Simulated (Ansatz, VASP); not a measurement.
Ge in VASP and in Ansatz

Contents of INCAR:

```
SYSTEM = Ge
ALGO     = Normal         ! electronic algorithm
EDIFF    = 1E-8           ! SCF threshold, eV
ENCUT    = 520            ! plane-wave cutoff, eV
GGA      = PE             ! functional
ISIF     = 2              ! what is computed and relaxed
ISMEAR   = -1             ! smearing method
LASPH    = .True.         ! aspherical terms in the spheres
LCHARG   = .False.        ! write CHGCAR
LEFG     = .True.       
LREAL    = .False.        ! projectors in reciprocal space
LWAVE    = .False.        ! write WAVECAR
NBANDS   = 13             ! bands
NELM     = 100            ! most SCF steps
PREC     = Accurate       ! precision mode
SIGMA    = 0.08           ! smearing width, eV
```

KPOINTS

```
k-points
0
Gamma
  16 16 16
  0 0 0
```

Contents of POSCAR:

```
Ge
1.0
    0.0000000000      2.0960223813      2.0960223813
    2.0960223813      0.0000000000      2.0960223813
    2.0960223813      2.0960223813      0.0000000000
Ge
1
Direct
    0.0000000000      0.0000000000      0.0000000000
```

Input for Ansatz:

```yaml
crystal:
  lattice:
    - [0.0, 2.0960223813, 2.0960223813]
    - [2.0960223813, 0.0, 2.0960223813]
    - [2.0960223813, 2.0960223813, 0.0]
  atoms:
    - { symbol: Ge, position: [0.0, 0.0, 0.0] }
kpoints:
  mp_grid: { grid: [16, 16, 16] }
scf:
  occupations: { method: fermi_dirac, width: 0.08 }
hamiltonian:
  xc: pbe
  pseudopotentials: { kind: paw }
output:
  forces: true
  stress: true
  eigenvalues: true
  efg: { contact_densities: true }
```

Change from the starting cell: volume scaled by 0.9405, PAW files.

Alike in both runs: task electric field gradients; functional PBE; k mesh 16 × 16 × 16; occupations fermi-dirac, width 0.08 eV; no spin polarisation.

|  | VASP | Ansatz |
| --- | --- | --- |
| version | VASP 6.6.1 | Ansatz 0.2.0 |
| potentials or method | VASP PAW PBE potentials, release 64 (Ge_d) | PAW with Ansatz's default frozen-core files, scalar-relativistic |
| plane-wave cutoff (eV) | 520 | 420 |
| valence electrons in the cell | 14 | 14 |

|  | VASP | Ansatz | Ansatz less VASP |
| --- | --- | --- | --- |
| pressure (GPa) | 4.4 | 4.4 | -0.04 |
